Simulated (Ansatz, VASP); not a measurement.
FeCo: VASP beside Ansatz

INCAR

```
PREC = Accurate
ENCUT = 600
EDIFF = 1E-6
ISMEAR = 0
SIGMA = 0.05
LREAL = F
LASPH = T
NELM = 200
ALGO = Normal
ISIF = 2
LWAVE = F
LCHARG = F
ISPIN = 2
MAGMOM = 2.89 1.94
LORBIT = 11
LMAXMIX = 4
GGA = CA
NBANDS = 20
GGA_COMPAT = F
```

The input KPOINTS:

```
Automatic mesh
0
Gamma
  16 16 16
```

The input POSCAR:

```
FeCo
1.0
    2.8018002307      0.0000000000      0.0000000000
    0.0000000000      2.8018002307      0.0000000000
    0.0000000000      0.0000000000      2.8018002307
Fe Co
1 1
Direct
    0.5000000000      0.5000000000      0.5000000000
    0.0000000000      0.0000000000      0.0000000000
```

Input for Ansatz:

```yaml
crystal:
  lattice:
    - [2.8018002307, 0.0, 0.0]
    - [0.0, 2.8018002307, 0.0]
    - [0.0, 0.0, 2.8018002307]
  atoms:
    - { symbol: Fe, position: [0.5, 0.5, 0.5], spin: 2.89 }
    - { symbol: Co, position: [0.0, 0.0, 0.0], spin: 1.94 }
basis:
  ecutwfc: 420
  ecutrho_ratio: 4
kpoints:
  mp_grid: { grid: [16, 16, 16] }
hamiltonian:
  xc: lda
scf:
  occupations: { method: gaussian, width: 0.05 }
output:
  forces: true
  stress: true
  eigenvalues: true
  populations: true
magnetization:
  spin_polarized: true
```

Alike in both runs: task single point; functional LDA; k mesh 16 × 16 × 16; occupations gaussian, width 0.05 eV; collinear spin.

|  | VASP | Ansatz |
| --- | --- | --- |
| version | VASP 6.6.1 | Ansatz 0.2.0 |
| potentials or method | VASP PAW LDA potentials, release 64 (Fe, Co), cutoff 600 eV | scalar-relativistic, plane waves, PAW |
| valence electrons in the cell | 17 | 33 |

|  | VASP | Ansatz | Ansatz less VASP |
| --- | --- | --- | --- |
| gap on the k mesh at the Fermi level (eV) | none | none | - |
| pressure (GPa) | -9.8 | -9.0 | +0.88 |
| net moment per atom (μB) | 2.17 | 2.20 | +0.024 |
| size of the moment on the site where the two differ most (μB) | 1.70 | 1.77 | +0.063 |

LDA's correlation is that of Perdew and Zunger in VASP and of Perdew and Wang (1992) in Ansatz. Site moments also hang on the region over which each program counts them. A gap of «none» marks a metal or a gap that the smearing closes. VASP's potentials hold 17 valence electrons a cell and Ansatz's 33, so a difference there can come from the potentials and not from the codes.
